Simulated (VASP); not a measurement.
# HgF2 (Hg(F)2) in VASP: a series of runs

The runs below take HgF2 (Hg(F)2) through single point, with PBE.

Program: VASP 6.6.1. These are calculated values, not measurements. Logs are shortened: lines on timing, memory, paths and dates and some standing lists are left out, and cuts for length are marked.

## Step 1: The cell of the first run

The cell holds a molecule in a box, 3 atoms: a = 9.000 Å, b = 9.000 Å, c = 12.870 Å, α = 90.00°, β = 90.00°, γ = 90.00°.

## Step 2: Single point, PBE

File INCAR:

```
SYSTEM = HgF2
ALGO = Normal
EDIFF = 1E-6
ENCUT = 520
GGA = PE
ISIF = 2
ISMEAR = 0
LASPH = .TRUE.
LCHARG = .FALSE.
LREAL = .FALSE.
LWAVE = .FALSE.
NBANDS = 20
NELM = 60
PREC = Accurate
SIGMA = 0.01
```

File KPOINTS:

```
k-points
0
G
  1 1 1
  0 0 0
```

File POSCAR:

```
HgF2
1.0
    9.0000000000      0.0000000000      0.0000000000
    0.0000000000      9.0000000000      0.0000000000
    0.0000000000      0.0000000000     12.8700000000
Hg F
1 2
Direct
    0.5000000000      0.5000000000      0.5000893600
    0.5000000000      0.5000000000      0.6505283600
    0.5000000000      0.5000000000      0.3496503500
```

Potentials or basis: VASP PAW PBE potentials, release 64 (Hg, F).

The run is started by

```sh
$ cat potpaw_PBE.64/Hg/POTCAR potpaw_PBE.64/F/POTCAR > POTCAR
$ mpirun -np 1 vasp_gam > vasp.out
```

OUTCAR:

```text
SYSTEM = HgF2
   EDIFF = 1E-6
   ENCUT = 520
   GGA = PE
   ISIF = 2
   ISMEAR = 0
   LASPH = .TRUE.
   LREAL = .FALSE.
   NELM = 60
   PREC = Accurate

 ion  position               nearest neighbor table
   1  0.500  0.500  0.500-   2 1.94   3 1.94
   2  0.500  0.500  0.651-   1 1.94
   3  0.500  0.500  0.350-   1 1.94

  LATTYP: Found a simple tetragonal cell.
 ALAT       =     9.0000000000
 C/A-ratio  =     1.4300000000

  Lattice vectors:

 A1 = (   9.0000000000,   0.0000000000,   0.0000000000)
 A2 = (   0.0000000000,   9.0000000000,   0.0000000000)
 A3 = (   0.0000000000,   0.0000000000,  12.8700000000)

Analysis of symmetry for initial positions (statically):
=====================================================================
 Subroutine PRICEL returns:
 Original cell was already a primitive cell.

 Routine SETGRP: Setting up the symmetry group for a
 simple tetragonal supercell.

 Subroutine GETGRP returns: Found 16 space group operations
 (whereof  8 operations were pure point group operations)
 out of a pool of 16 trial point group operations.

The static configuration has the point symmetry C_4v.
 The point group associated with its full space group is D_4h.

Analysis of symmetry for dynamics (positions and initial velocities):
=====================================================================
 Subroutine PRICEL returns:
 Original cell was already a primitive cell.

 Routine SETGRP: Setting up the symmetry group for a
 simple tetragonal supercell.

 Subroutine GETGRP returns: Found 16 space group operations
 (whereof  8 operations were pure point group operations)
 out of a pool of 16 trial point group operations.

The dynamic configuration has the point symmetry C_4v.
 The point group associated with its full space group is D_4h.

 Subroutine INISYM returns: Found 16 space group operations
 (whereof  8 operations are pure point group operations),
 and found     1 'primitive' translations

----------------------------------------------------------------------------------------

                                     Primitive cell

  volume of cell :    1042.4700

[... 58 lines left out ...]
   ISTART =      0    job   : 0-new  1-cont  2-samecut
   ICHARG =      2    charge: 1-file 2-atom 10-const
   ISPIN  =      1    spin polarized calculation?
   LNONCOLLINEAR =      F non collinear calculations
   LSORBIT =      F    spin-orbit coupling
   LASPH  =      T    aspherical Exc in radial PAW
   ENCUT  =  520.0 eV  38.22 Ry    6.18 a.u.  16.73 16.73 23.93*2*pi/ulx,y,z
   NELM   =     60;   NELMIN=  2; NELMDL= -5     # of ELM steps
   EDIFF  = 0.1E-05   stopping-criterion for ELM
   LREAL  =      F    real-space projection
   EDIFFG = 0.1E-04   stopping-criterion for IOM
   NSW    =      0    number of steps for IOM
   IBRION =     -1    ionic relax: 0-MD 1-quasi-New 2-CG
   NFREE  =      0    steps in history (QN), initial steepest desc. (CG)
   ISIF   =      2    stress and relaxation
   ISYM   =      2    0-nonsym 1-usesym 2-fastsym
   POTIM  = 0.5000    time-step for ionic-motion
   TEBEG  =    0.0;   TEEND  =   0.0 temperature during run
   PSTRESS=    0.0 pullay stress
   NELECT =      26.0000    total number of electrons
   NUPDOWN=      -1.0000    fix difference up-down
   EMIN   =  10.00;   EMAX   =-10.00  energy-range for DOS
   EFERMI =   0.00;   METHOD = LEGACY
   ISMEAR =     0;   SIGMA  =   0.01  broadening in eV -4-tet -1-fermi 0-gaus
   EFERMI_NEDOS =   21; number of points for ismear=-14 and -15
   IALGO  =     38    algorithm
   IMIX   =      4    mixing-type and parameters
     AMIX     =   0.40;   BMIX     =  1.00
     AMIX_MAG =   1.60;   BMIX_MAG =  1.00
  volume/ion in A,a.u.               =     347.49      2344.98
  Fermi-wavevector in a.u.,A,eV,Ry     =   0.478312  0.903879  3.112775  0.228783
  Thomas-Fermi vector in A             =   1.474720
   LORBIT       =      0    0 simple, 1 ext, 2 COOP (PROOUT), +10 PAW based schemes
   GGA     = PE    functional components
   LHFCALC =     F    Hartree Fock is set to
   AEXX    =    0.0000 exact exchange contribution
   IVDW    =     0    specifies the selected vdW correction
   LEPSILON=     F    determine dielectric tensor
   LRPA    =     F    only Hartree local field effects (RPA)
 non-spin polarized calculation
 Gauss-broadening in eV      SIGMA  =   0.01
  energy-cutoff  :      520.00
  volume of cell :     1042.47
 maximum number of plane-waves:     14010
 NGX is ok and might be reduce to    70
   NGX = 33   NGY = 33   NGZ = 47

 number of electron      26.0000014 magnetization

 Free energy of the ion-electron system (eV)
  ---------------------------------------------------
  ext. energy  EPLUGINS =         0.00000000
  ---------------------------------------------------
  free energy    TOTEN  =        -7.18129072 eV

  energy without entropy =       -7.18129072  energy(sigma->0) =       -7.18129072

 E-fermi :  -8.0515     XC(G=0):  -0.9766

 val. band max:       -8.1489175701   @ k =   0.0000   0.0000   0.0000
 cond. band min:      -3.4741893704   @ k =   0.0000   0.0000   0.0000
 fundamental gap:      4.6747281997
 Fermi energy:        -8.0515261508

 k-point     1 :       0.0000    0.0000    0.0000
  band No.  band energies     occupation
      1     -28.3233      2.00000
      2     -27.9667      2.00000
      3     -13.7050      2.00000
      4     -12.6792      2.00000
      5     -12.6792      2.00000
      6     -11.9779      2.00000
[... 12 lines left out ...]
     19       0.9509      0.00000
     20       1.3030      0.00000

------------------------ aborting loop because EDIFF is reached ----------------------------------------

  FORCE on cell =-STRESS in cart. coord.  units (eV):
  Direction    XX          YY          ZZ          XY          YZ          ZX
  --------------------------------------------------------------------------------------
  -------------------------------------------------------------------------------------
  Total       -0.0869941     -0.0869941      1.7375381     -0.0000000     -0.0000000      0.0000000
  in kB       -0.1337016     -0.1337016      2.6704310     -0.0000000     -0.0000000      0.0000000
  external PRESSURE =       0.8010092 kB  Pullay stress =       0.0000000 kB

 VOLUME and BASIS-vectors are now :
 -----------------------------------------------------------------------------
  energy-cutoff  :      520.00
  volume of cell :     1042.47
      direct lattice vectors                 reciprocal lattice vectors
     9.000000000  0.000000000  0.000000000     0.111111111  0.000000000  0.000000000
     0.000000000  9.000000000  0.000000000     0.000000000  0.111111111  0.000000000
     0.000000000  0.000000000 12.870000000     0.000000000  0.000000000  0.077700078

 POSITION                                       TOTAL-FORCE (eV/Angst)
 -----------------------------------------------------------------------------------
      4.50000      4.50000      6.43615         0.000000     -0.000000      0.000000
      4.50000      4.50000      8.37230         0.000000      0.000000      0.472993
      4.50000      4.50000      4.50000         0.000000     -0.000000     -0.472993
 -----------------------------------------------------------------------------------
    total drift:                                0.000000      0.000000      0.000214

  FREE ENERGIE OF THE ION-ELECTRON SYSTEM (eV)
  ---------------------------------------------------
  free  energy   TOTEN  =        -7.1812907211 eV

  energy  without entropy=       -7.1812907211  energy(sigma->0) =       -7.18129072
```

OSZICAR:

```text
N       E                     dE             d eps       ncg     rms          rms(c)
DAV:   1     0.200896199455E+03    0.20090E+03   -0.83680E+03    56   0.829E+02
DAV:   2     0.618851914317E+02   -0.13901E+03   -0.13511E+03    64   0.174E+02
DAV:   3    -0.536115144783E+01   -0.67246E+02   -0.66645E+02    64   0.904E+01
[... 15 lines left out ...]
DAV:  19    -0.718128217886E+01   -0.22246E-04   -0.22993E-06    32   0.568E-03    0.915E-04
DAV:  20    -0.718128451788E+01   -0.23390E-05   -0.13379E-07    32   0.217E-03    0.578E-04
DAV:  21    -0.718128906697E+01   -0.45491E-05   -0.16837E-07    32   0.178E-03    0.250E-04
DAV:  22    -0.718129013182E+01   -0.10649E-05   -0.61817E-08    32   0.106E-03    0.207E-04
DAV:  23    -0.718129072106E+01   -0.58924E-06   -0.23921E-08    32   0.633E-04
   1 F= -.71812907E+01 E0= -.71812907E+01  d E =-.723167E-43
```

Wall time 72 s (1 thread of Intel Xeon Platinum 8259CL at 2.50GHz (Skylake/Cascade Lake), shared host); peak memory 0.84 GiB.

Results:

- Free energy: -7.1813 eV
- Largest force: 0.473 eV/Å
- Gap between the frontier levels: 4.67 eV

Forces on the atoms (eV/Å):
```
Hg   0.000  0.000  0.000
F    0.000  0.000  0.473
F    0.000  0.000 -0.473
```

Caveat: spin-orbit coupling is left out, which moves the levels of the heavy elements.

## Step 3: Single point, PBE, non-collinear spin, zero start, spin-orbit coupling

File INCAR:

```
PREC = Accurate ; ENCUT = 520
EDIFF = 1E-7 ; ISMEAR = 0
SIGMA = 0.01 ; LREAL = F
LASPH = T ; NELM = 150
ALGO = Normal ; ISIF = 2
LWAVE = F ; LCHARG = T
MAGMOM = 0 0 0 0 0 0 0 0 0 ; LORBIT = 11
LSORBIT = T ; GGA_COMPAT = F
LORBMOM = T ; GGA = PE
LVHAR = T ; NBANDS = 39
```

File KPOINTS:

```
regular mesh
0
Gamma
  1 1 1
```

POSCAR is that of step 2.

Potentials or basis: VASP PAW PBE potentials, release 64 (Hg, F).

The run is started by

```sh
$ cat potpaw_PBE.64/Hg/POTCAR potpaw_PBE.64/F/POTCAR > POTCAR
$ mpirun -np 1 vasp_ncl > vasp.out
```

OUTCAR:

```text
PREC = Accurate
   ENCUT = 520
   EDIFF = 1E-7
   ISMEAR = 0
   LREAL = F
   LASPH = T
   NELM = 150
   ISIF = 2
   LORBIT = 11
   LSORBIT = T
   GGA = PE

 ion  position               nearest neighbor table
   1  0.500  0.500  0.500-   2 1.94   3 1.94
   2  0.500  0.500  0.651-   1 1.94
   3  0.500  0.500  0.350-   1 1.94

  LATTYP: Found a simple tetragonal cell.
 ALAT       =     9.0000000000
 C/A-ratio  =     1.4300000000

  Lattice vectors:

 A1 = (   9.0000000000,   0.0000000000,   0.0000000000)
 A2 = (   0.0000000000,   9.0000000000,   0.0000000000)
 A3 = (   0.0000000000,   0.0000000000,  12.8700000000)

Analysis of symmetry for initial positions (statically):
=====================================================================
 Subroutine PRICEL returns:
 Original cell was already a primitive cell.

 Routine SETGRP: Setting up the symmetry group for a
 simple tetragonal supercell.

 Subroutine GETGRP returns: Found 16 space group operations
 (whereof  8 operations were pure point group operations)
 out of a pool of 16 trial point group operations.

The static configuration has the point symmetry C_4v.
 The point group associated with its full space group is D_4h.

Analysis of symmetry for dynamics (positions and initial velocities):
=====================================================================
 Subroutine PRICEL returns:
 Original cell was already a primitive cell.

 Routine SETGRP: Setting up the symmetry group for a
 simple tetragonal supercell.

 Subroutine GETGRP returns: Found 16 space group operations
 (whereof  8 operations were pure point group operations)
 out of a pool of 16 trial point group operations.

The dynamic configuration has the point symmetry C_4v.
 The point group associated with its full space group is D_4h.

Analysis of structural, dynamic, and magnetic symmetry:
=====================================================================
 Subroutine PRICEL returns:
 Original cell was already a primitive cell.

 Routine SETGRP: Setting up the symmetry group for a
 simple tetragonal supercell.

 Subroutine GETGRP returns: Found 16 space group operations
 (whereof  8 operations were pure point group operations)
 out of a pool of 16 trial point group operations.

The overall configuration has the point symmetry C_4v.
 The point group associated with its full space group is D_4h.

 Subroutine INISYM returns: Found 16 space group operations
 (whereof  8 operations are pure point group operations),
 and found     1 'primitive' translations

----------------------------------------------------------------------------------------

                                     Primitive cell

  volume of cell :    1042.4700

  direct lattice vectors                    reciprocal lattice vectors
     9.000000000  0.000000000  0.000000000     0.111111111  0.000000000  0.000000000
     0.000000000  9.000000000  0.000000000     0.000000000  0.111111111  0.000000000
     0.000000000  0.000000000 12.870000000     0.000000000  0.000000000  0.077700078
[... 164 lines left out ...]

  FORCE on cell =-STRESS in cart. coord.  units (eV):
  Direction    XX          YY          ZZ          XY          YZ          ZX
  --------------------------------------------------------------------------------------
  -------------------------------------------------------------------------------------
  Total       -0.0892408     -0.0892408      1.4197550      0.0000000      0.0000000      0.0000000
  in kB       -0.1371546     -0.1371546      2.1820285      0.0000000      0.0000000      0.0000000
  external PRESSURE =       0.6359064 kB  Pullay stress =       0.0000000 kB

 VOLUME and BASIS-vectors are now :
 -----------------------------------------------------------------------------
  energy-cutoff  :      520.00
  volume of cell :     1042.47
      direct lattice vectors                 reciprocal lattice vectors
     9.000000000  0.000000000  0.000000000     0.111111111  0.000000000  0.000000000
     0.000000000  9.000000000  0.000000000     0.000000000  0.111111111  0.000000000
     0.000000000  0.000000000 12.870000000     0.000000000  0.000000000  0.077700078

 POSITION                                       TOTAL-FORCE (eV/Angst)
 -----------------------------------------------------------------------------------
      4.50000      4.50000      6.43615         0.000000      0.000000      0.000000
      4.50000      4.50000      8.37230        -0.000000     -0.000000      0.391356
      4.50000      4.50000      4.50000         0.000000     -0.000000     -0.391356
 -----------------------------------------------------------------------------------
    total drift:                                0.000000      0.000000      0.000214

  FREE ENERGIE OF THE ION-ELECTRON SYSTEM (eV)
  ---------------------------------------------------
  free  energy   TOTEN  =        -7.4514134895 eV

  energy  without entropy=       -7.4514134895  energy(sigma->0) =       -7.45141349

 orbital moment (x)

 # of ion     p       d       tot
 ----------------------------------------
  1         0.000   0.000   0.000
  2         0.000   0.000   0.000
  3         0.000   0.000   0.000
 ----------------------------------------
            0.000   0.000   0.000

 orbital moment (y)

 # of ion     p       d       tot
 ----------------------------------------
  1         0.000  -0.000  -0.000
  2        -0.000   0.000  -0.000
  3        -0.000   0.000  -0.000
 ----------------------------------------
           -0.000  -0.000  -0.000

 orbital moment (z)

 # of ion     p       d       tot
 ----------------------------------------
  1         0.000  -0.000  -0.000
  2         0.000   0.000   0.000
  3         0.000   0.000   0.000
 ----------------------------------------
            0.000  -0.000  -0.000

 Spin-Orbit-Coupling matrix elements

 Ion:    1  E_soc:     -0.5431504
 l=   1
     0.0000000    -0.0230476    -0.0082837
    -0.0230476     0.0000000    -0.0230476
    -0.0082837    -0.0230476     0.0000000
 l=   2
     0.0000000    -0.0121292     0.0000000    -0.0121292    -0.0496349
    -0.0121292     0.0000000    -0.0539958    -0.0110513    -0.0121301
     0.0000000    -0.0539958     0.0000000    -0.0539958     0.0000000
    -0.0121292    -0.0110513    -0.0539958     0.0000000    -0.0121301
    -0.0496349    -0.0121301     0.0000000    -0.0121301     0.0000000
 l=   3
     0.0000000     0.0000000     0.0000000     0.0000000     0.0000000     0.0000000     0.0000000
     0.0000000     0.0000000     0.0000000     0.0000000     0.0000000     0.0000000     0.0000000
     0.0000000     0.0000000     0.0000000     0.0000000     0.0000000     0.0000000     0.0000000
     0.0000000     0.0000000     0.0000000     0.0000000     0.0000000     0.0000000     0.0000000
[... 29 lines left out ...]
 l=   2
     0.0000000     0.0000000     0.0000000     0.0000000     0.0000000
     0.0000000     0.0000000     0.0000000     0.0000000     0.0000000
     0.0000000     0.0000000     0.0000000     0.0000000     0.0000000
     0.0000000     0.0000000     0.0000000     0.0000000     0.0000000
     0.0000000     0.0000000     0.0000000     0.0000000     0.0000000
 l=   3
     0.0000000     0.0000000     0.0000000     0.0000000     0.0000000     0.0000000     0.0000000
     0.0000000     0.0000000     0.0000000     0.0000000     0.0000000     0.0000000     0.0000000
     0.0000000     0.0000000     0.0000000     0.0000000     0.0000000     0.0000000     0.0000000
     0.0000000     0.0000000     0.0000000     0.0000000     0.0000000     0.0000000     0.0000000
     0.0000000     0.0000000     0.0000000     0.0000000     0.0000000     0.0000000     0.0000000
     0.0000000     0.0000000     0.0000000     0.0000000     0.0000000     0.0000000     0.0000000
     0.0000000     0.0000000     0.0000000     0.0000000     0.0000000     0.0000000     0.0000000

 total charge

# of ion       s       p       d       tot
------------------------------------------
    1        0.758   0.319   9.349  10.427
    2        1.745   4.271   0.000   6.017
    3        1.745   4.271   0.000   6.017
--------------------------------------------------
tot          4.249   8.862   9.349  22.460

 magnetization (x)

# of ion       s       p       d       tot
------------------------------------------
    1        0.000   0.000   0.000   0.000
    2        0.000   0.000   0.000   0.000
    3        0.000   0.000   0.000   0.000
--------------------------------------------------
tot          0.000   0.000   0.000   0.000

 magnetization (y)

# of ion       s       p       d       tot
------------------------------------------
    1        0.000  -0.000  -0.000  -0.000
    2        0.000   0.000   0.000   0.000
    3        0.000   0.000   0.000   0.000
--------------------------------------------------
tot          0.000  -0.000  -0.000  -0.000

 magnetization (z)

# of ion       s       p       d       tot
------------------------------------------
    1        0.000   0.000  -0.000  -0.000
    2       -0.000  -0.000   0.000  -0.000
    3        0.000   0.000   0.000   0.000
--------------------------------------------------
tot          0.000  -0.000  -0.000  -0.000
```

OSZICAR:

```text
N       E                     dE             d eps       ncg     rms          rms(c)
DAV:   1     0.263361553696E+03    0.26336E+03   -0.69583E+03    94   0.821E+02
DAV:   2     0.725875542535E+02   -0.19077E+03   -0.18030E+03   140   0.159E+02
[... 21 lines left out ...]
DAV:  24    -0.745141208991E+01   -0.21220E-05   -0.50412E-08    54   0.115E-03    0.592E-04
DAV:  25    -0.745141257044E+01   -0.48053E-06   -0.18618E-08    54   0.537E-04    0.407E-04
DAV:  26    -0.745141312965E+01   -0.55921E-06   -0.16642E-08    54   0.631E-04    0.133E-04
DAV:  27    -0.745141332947E+01   -0.19983E-06   -0.57391E-09    54   0.398E-04    0.481E-05
DAV:  28    -0.745141343529E+01   -0.10582E-06   -0.17905E-09    54   0.213E-04    0.367E-05
DAV:  29    -0.745141348952E+01   -0.54231E-07   -0.14005E-10    54   0.153E-04
   1 F= -.74514135E+01 E0= -.74514135E+01  d E =-.500315E-49  mag=     0.0000     0.0000    -0.0000
```

It took 11 min on 1 thread of Intel Xeon Platinum 8259CL at 2.50GHz (Skylake/Cascade Lake), shared host; peak memory 2.4 GiB.

Results:

| Item | Value |
| --- | --- |
| Free energy | -7.4514 eV |
| Largest force | 0.391 eV/Å |
| Net moment | 0.00 μB per cell |
| Valence electrons inside the program's atomic spheres | Hg 10.43; F 6.02 |

Forces on the atoms (eV/Å):
```
Hg   0.000  0.000  0.000
F    0.000  0.000  0.391
F    0.000  0.000 -0.391
```

Moments on the atoms (μB; x, y, z):
```
Hg  0.00 0.00 0.00
F   0.00 0.00 0.00
F   0.00 0.00 0.00
```
